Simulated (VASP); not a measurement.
# Ti6Ge (Fm-3m) in VASP: single point with PBE

Aim: the single point of Ti6Ge with PBE.

Program: VASP 6.6.1. These are calculated values, not measurements. Logs are shortened: lines on timing, memory, paths and dates and some standing lists are left out, and cuts for length are marked.

### 1 The cell of the first run

It takes space group Fm-3m (No. 225, cubic). Conventional cell: a = 8.849 Å, b = 8.849 Å, c = 8.849 Å, α = 90.00°, β = 90.00°, γ = 90.00°. Ti (site symmetry 4mm) has 1 Ge at 2.49 Å and 4 Ti at 2.74 Å within 3.3 Å. Within 3.3 Å of Ge (site symmetry m-3m) lie 6 Ti at 2.49 Å.

The cell was generated, and may not be a known phase.

### 2 Single point, PBE

Input file INCAR:

```
PREC     = Accurate       # precision mode
ENCUT    = 520            # plane-wave cutoff, eV
EDIFF    = 1E-7           # SCF threshold, eV
ISMEAR   = 0              # smearing method
SIGMA    = 0.2            # smearing width, eV
LREAL    = False          # projectors in reciprocal space
LASPH    = True           # aspherical terms in the spheres
NELM     = 100            # most SCF steps
ALGO     = Normal         # electronic algorithm
ISIF     = 2              # what is computed and relaxed
LWAVE    = False          # write WAVECAR
LCHARG   = False          # write CHGCAR
GGA      = PE             # functional
NBANDS   = 52             # bands
```

Input file KPOINTS:

```
regular mesh
0
Gamma
  4 4 4
```

Input file POSCAR:

```
Ti6Ge
1.0
    0.0000000000      4.4244338694      4.4244338694
    4.4244338694      0.0000000000      4.4244338694
    4.4244338694      4.4244338694      0.0000000000
Ti Ge
6 1
Direct
    0.2186174534      0.7813825466      0.7813825466
    0.7813825466      0.2186174534      0.2186174534
    0.7813825466      0.2186174534      0.7813825466
    0.2186174534      0.7813825466      0.2186174534
    0.7813825466      0.7813825466      0.2186174534
    0.2186174534      0.2186174534      0.7813825466
    0.5000000000      0.5000000000      0.5000000000
```

Potentials or basis: VASP PAW PBE potentials, release 64 (Ti_sv, Ge_d).

The run is started by

```
cat potpaw_PBE.64/Ti_sv/POTCAR potpaw_PBE.64/Ge_d/POTCAR > POTCAR
mpirun -np 1 vasp_std > vasp.out
```

OUTCAR:

```text
PREC = Accurate
   ENCUT = 520
   EDIFF = 1E-7
   ISMEAR = 0
   LREAL = False
   LASPH = True
   NELM = 100
   ISIF = 2
   GGA = PE

 ion  position               nearest neighbor table
   1  0.219  0.781  0.781-   7 2.49   4 2.74   5 2.74   6 2.74   3 2.74
   2  0.781  0.219  0.219-   7 2.49   4 2.74   5 2.74   6 2.74   3 2.74
   3  0.781  0.219  0.781-   7 2.49   2 2.74   5 2.74   6 2.74   1 2.74
   4  0.219  0.781  0.219-   7 2.49   2 2.74   5 2.74   6 2.74   1 2.74
   5  0.781  0.781  0.219-   7 2.49   2 2.74   3 2.74   4 2.74   1 2.74
   6  0.219  0.219  0.781-   7 2.49   2 2.74   3 2.74   4 2.74   1 2.74
   7  0.500  0.500  0.500-   1 2.49   2 2.49   3 2.49   4 2.49   5 2.49   6 2.49

  LATTYP: Found a face centered cubic cell.
 ALAT       =     8.8488677388

  Lattice vectors:

 A1 = (   0.0000000000,   4.4244338694,   4.4244338694)
 A2 = (   4.4244338694,   0.0000000000,   4.4244338694)
 A3 = (   4.4244338694,   4.4244338694,   0.0000000000)

Analysis of symmetry for initial positions (statically):
=====================================================================
 Subroutine PRICEL returns:
 Original cell was already a primitive cell.

 Routine SETGRP: Setting up the symmetry group for a
 face centered cubic supercell.

 Subroutine GETGRP returns: Found 48 space group operations
 (whereof 48 operations were pure point group operations)
 out of a pool of 48 trial point group operations.

The static configuration has the point symmetry O_h .

Analysis of symmetry for dynamics (positions and initial velocities):
=====================================================================
 Subroutine PRICEL returns:
 Original cell was already a primitive cell.

 Routine SETGRP: Setting up the symmetry group for a
 face centered cubic supercell.

 Subroutine GETGRP returns: Found 48 space group operations
 (whereof 48 operations were pure point group operations)
 out of a pool of 48 trial point group operations.

The dynamic configuration has the point symmetry O_h .

 Subroutine INISYM returns: Found 48 space group operations
 (whereof 48 operations are pure point group operations),
 and found     1 'primitive' translations

----------------------------------------------------------------------------------------

                                     Primitive cell

  volume of cell :     173.2220

  direct lattice vectors                    reciprocal lattice vectors
     0.000000000  4.424433869  4.424433869    -0.113008809  0.113008809  0.113008809
     4.424433869  0.000000000  4.424433869     0.113008809 -0.113008809  0.113008809
     4.424433869  4.424433869  0.000000000     0.113008809  0.113008809 -0.113008809

  length of vectors
     6.257094384  6.257094384  6.257094384     0.195736998  0.195736998  0.195736998

  position of ions in fractional coordinates (direct lattice)
     0.218617453  0.781382547  0.781382547
     0.781382547  0.218617453  0.218617453
     0.781382547  0.218617453  0.781382547
     0.218617453  0.781382547  0.218617453
     0.781382547  0.781382547  0.218617453
     0.218617453  0.218617453  0.781382547
     0.500000000  0.500000000  0.500000000

  ion indices of the primitive-cell ions
   primitive index   ion index
                 1           1
                 2           2
                 3           3
                 4           4
                 5           5
                 6           6
                 7           7

----------------------------------------------------------------------------------------

 KPOINTS: regular mesh

Automatic generation of k-mesh.
 Grid dimensions read from file:
 generate k-points for:    4    4    4

 Generating k-lattice:

  Cartesian coordinates                     Fractional coordinates (reciprocal lattice)
    -0.028252202  0.028252202  0.028252202     0.250000000  0.000000000  0.000000000
     0.028252202 -0.028252202  0.028252202     0.000000000  0.250000000  0.000000000
     0.028252202  0.028252202 -0.028252202     0.000000000  0.000000000  0.250000000

  Length of vectors
     0.048934250  0.048934250  0.048934250

  Shift w.r.t. Gamma in fractional coordinates (k-lattice)
     0.000000000  0.000000000  0.000000000

 Subroutine IBZKPT returns following result:
 ===========================================

 Found      8 irreducible k-points:

 Following reciprocal coordinates:
            Coordinates               Weight
  0.000000  0.000000  0.000000      1.000000
  0.250000  0.000000  0.000000      8.000000
  0.500000  0.000000  0.000000      4.000000
  0.250000  0.250000  0.000000      6.000000
  0.500000  0.250000  0.000000     24.000000
 -0.250000  0.250000  0.000000     12.000000
  0.500000  0.500000  0.000000      3.000000
 -0.250000  0.500000  0.250000      6.000000
   k-points           NKPTS =      8   k-points in BZ     NKDIM =      8   number of bands    NBANDS=     52
   number of dos      NEDOS =    301   number of ions     NIONS =      7
   total plane-waves  NPLWV = 110592
   dimension x,y,z NGX =    48 NGY =   48 NGZ =   48
   dimension x,y,z NGXF=    96 NGYF=   96 NGZF=   96
   ions per type =               6   1
   NGX,Y,Z   is equivalent  to a cutoff of  12.75, 12.75, 12.75 a.u.
   NGXF,Y,Z  is equivalent  to a cutoff of  25.51, 25.51, 25.51 a.u.
 SYSTEM =  unknown system
   PREC   = accura    normal or accurate (medium, high low for compatibility)
   ISTART =      0    job   : 0-new  1-cont  2-samecut
   ICHARG =      2    charge: 1-file 2-atom 10-const
   ISPIN  =      1    spin polarized calculation?
   LNONCOLLINEAR =      F non collinear calculations
   LSORBIT =      F    spin-orbit coupling
   LASPH  =      T    aspherical Exc in radial PAW
   ENCUT  =  520.0 eV  38.22 Ry    6.18 a.u.  11.63 11.63 11.63*2*pi/ulx,y,z
   NELM   =    100;   NELMIN=  2; NELMDL= -5     # of ELM steps
   EDIFF  = 0.1E-06   stopping-criterion for ELM
   LREAL  =      F    real-space projection
   EDIFFG = 0.1E-05   stopping-criterion for IOM
   NSW    =      0    number of steps for IOM
   IBRION =     -1    ionic relax: 0-MD 1-quasi-New 2-CG
   NFREE  =      0    steps in history (QN), initial steepest desc. (CG)
   ISIF   =      2    stress and relaxation
   ISYM   =      2    0-nonsym 1-usesym 2-fastsym
   POTIM  = 0.5000    time-step for ionic-motion
   TEBEG  =    0.0;   TEEND  =   0.0 temperature during run
   PSTRESS=    0.0 pullay stress
   NELECT =      86.0000    total number of electrons
   NUPDOWN=      -1.0000    fix difference up-down
   EMIN   =  10.00;   EMAX   =-10.00  energy-range for DOS
   EFERMI =   0.00;   METHOD = LEGACY
   ISMEAR =     0;   SIGMA  =   0.20  broadening in eV -4-tet -1-fermi 0-gaus
   EFERMI_NEDOS =   21; number of points for ismear=-14 and -15
   IALGO  =     38    algorithm
   IMIX   =      4    mixing-type and parameters
     AMIX     =   0.40;   BMIX     =  1.00
     AMIX_MAG =   1.60;   BMIX_MAG =  1.00
  volume/ion in A,a.u.               =      24.75       166.99
  Fermi-wavevector in a.u.,A,eV,Ry     =   1.296303  2.449658 22.863259  1.680402
  Thomas-Fermi vector in A             =   2.427768
   LORBIT       =      0    0 simple, 1 ext, 2 COOP (PROOUT), +10 PAW based schemes
   GGA     = PE    functional components
   LHFCALC =     F    Hartree Fock is set to
   AEXX    =    0.0000 exact exchange contribution
   IVDW    =     0    specifies the selected vdW correction
   LEPSILON=     F    determine dielectric tensor
   LRPA    =     F    only Hartree local field effects (RPA)
 non-spin polarized calculation
 Gauss-broadening in eV      SIGMA  =   0.20
  energy-cutoff  :      520.00
  volume of cell :      173.22
 maximum number of plane-waves:      4720
 NGX is ok and might be reduce to    48
   NGX = 23   NGY = 23   NGZ = 23

 number of electron      85.9999984 magnetization

 Free energy of the ion-electron system (eV)
  ---------------------------------------------------
  ext. energy  EPLUGINS =         0.00000000
  ---------------------------------------------------
  free energy    TOTEN  =       -44.43599553 eV

  energy without entropy =      -44.09713415  energy(sigma->0) =      -44.26656484

 E-fermi :   4.5781     XC(G=0):  -9.5686

 val. band max:        4.5629111602   @ k =  -0.2500   0.2500   0.0000
 cond. band min:       4.5794102229   @ k =   0.5000   0.0000   0.0000
 fundamental gap:      0.0164990626
 Fermi energy:         4.5781070882

 k-point     1 :       0.0000    0.0000    0.0000
  band No.  band energies     occupation
      1     -52.2233      2.00000
      2     -52.1398      2.00000
      3     -52.1398      2.00000
      4     -52.1398      2.00000
      5     -52.0989      2.00000
      6     -52.0989      2.00000
[... 44 lines left out ...]
     51       6.8105      0.00000
     52       6.8110      0.00000

 k-point     2 :       0.2500    0.0000    0.0000
  band No.  band energies     occupation
      1     -52.2215      2.00000
      2     -52.1417      2.00000
      3     -52.1390      2.00000
      4     -52.1390      2.00000
      5     -52.0997      2.00000
      6     -52.0997      2.00000
[... 44 lines left out ...]
     51       6.3984      0.00000
     52       6.4345      0.00000

 k-point     3 :       0.5000    0.0000    0.0000
  band No.  band energies     occupation
      1     -52.2196      2.00000
      2     -52.1437      2.00000
      3     -52.1382      2.00000
      4     -52.1382      2.00000
      5     -52.1006      2.00000
      6     -52.1006      2.00000
[... 44 lines left out ...]
     51       6.2130      0.00000
     52       6.2232      0.00000
[... 166 lines left out ...]
 k-point     7 :       0.5000    0.5000    0.0000
  band No.  band energies     occupation
      1     -52.2185      2.00000
      2     -52.1400      2.00000
      3     -52.1399      2.00000
      4     -52.1399      2.00000
      5     -52.1037      2.00000
      6     -52.0988      2.00000
[... 44 lines left out ...]
     51       5.5540      0.00000
     52       5.6908      0.00000

 k-point     8 :      -0.2500    0.5000    0.2500
  band No.  band energies     occupation
      1     -52.2184      2.00000
      2     -52.1402      2.00000
      3     -52.1400      2.00000
      4     -52.1400      2.00000
      5     -52.1023      2.00000
      6     -52.1000      2.00000
[... 44 lines left out ...]
     51       5.6048      0.00000
     52       5.6889      0.00000

------------------------ aborting loop because EDIFF is reached ----------------------------------------

  FORCE on cell =-STRESS in cart. coord.  units (eV):
  Direction    XX          YY          ZZ          XY          YZ          ZX
  --------------------------------------------------------------------------------------
  -------------------------------------------------------------------------------------
  Total        0.2756199      0.2756199      0.2756199      0.0000000     -0.0000000      0.0000000
  in kB        2.5492832      2.5492832      2.5492832      0.0000000     -0.0000000      0.0000000
  external PRESSURE =       2.5492832 kB  Pullay stress =       0.0000000 kB

 VOLUME and BASIS-vectors are now :
 -----------------------------------------------------------------------------
  energy-cutoff  :      520.00
  volume of cell :      173.22
      direct lattice vectors                 reciprocal lattice vectors
     0.000000000  4.424433869  4.424433869    -0.113008809  0.113008809  0.113008809
     4.424433869  0.000000000  4.424433869     0.113008809 -0.113008809  0.113008809
     4.424433869  4.424433869  0.000000000     0.113008809  0.113008809 -0.113008809

 POSITION                                       TOTAL-FORCE (eV/Angst)
 -----------------------------------------------------------------------------------
      6.91435      4.42443      4.42443         0.054086      0.000000      0.000000
      1.93452      4.42443      4.42443        -0.054086      0.000000      0.000000
      4.42443      6.91435      4.42443         0.000000      0.054086      0.000000
      4.42443      1.93452      4.42443         0.000000     -0.054086      0.000000
      4.42443      4.42443      6.91435         0.000000      0.000000      0.054086
      4.42443      4.42443      1.93452         0.000000      0.000000     -0.054086
      4.42443      4.42443      4.42443         0.000000     -0.000000     -0.000000
 -----------------------------------------------------------------------------------
    total drift:                               -0.000000     -0.000000     -0.000000

  FREE ENERGIE OF THE ION-ELECTRON SYSTEM (eV)
  ---------------------------------------------------
  free  energy   TOTEN  =       -44.4359955305 eV

  energy  without entropy=      -44.0971341496  energy(sigma->0) =      -44.26656484
```

It took 87 s on 1 thread of AMD EPYC 9R45 (Zen 5), shared host; peak memory 0.31 GiB.

Results:

| Property | Result |
| --- | --- |
| Free energy | -44.4360 eV |
| Pressure | 0.3 GPa |
| Largest force | 0.054 eV/Å |
| Band gap on the k mesh | zero (bands 43 and 44 overlap by 0.56 eV) |

Forces in eV/Å, atoms in the order of the input:
```
Ti   0.054  0.000  0.000
Ti  -0.054  0.000  0.000
Ti   0.000  0.054  0.000
Ti   0.000 -0.054  0.000
Ti   0.000  0.000  0.054
Ti   0.000  0.000 -0.054
Ge   0.000  0.000  0.000
```

Levels at points of the mesh, in eV from the Fermi level:
| k point | band 39 | band 40 | band 41 | band 42 | band 43 | band 44 | band 45 | band 46 | band 47 | band 48 |
| --- | --- | --- | --- | --- | --- | --- | --- | --- | --- | --- |
| (0.00, 0.00, 0.00) | -0.79 | -0.68 | -0.68 | 0.43 | 0.43 | 0.43 | 0.70 | 0.70 | 0.70 | 1.03 |
| (0.50, 0.00, 0.00) | -0.71 | -0.21 | -0.21 | -0.13 | -0.13 | 0.00 | 0.01 | 0.16 | 0.16 | 0.63 |
| (0.50, 0.50, 0.00) | -0.32 | -0.32 | -0.26 | -0.26 | -0.15 | 0.23 | 0.23 | 0.28 | 0.39 | 0.48 |
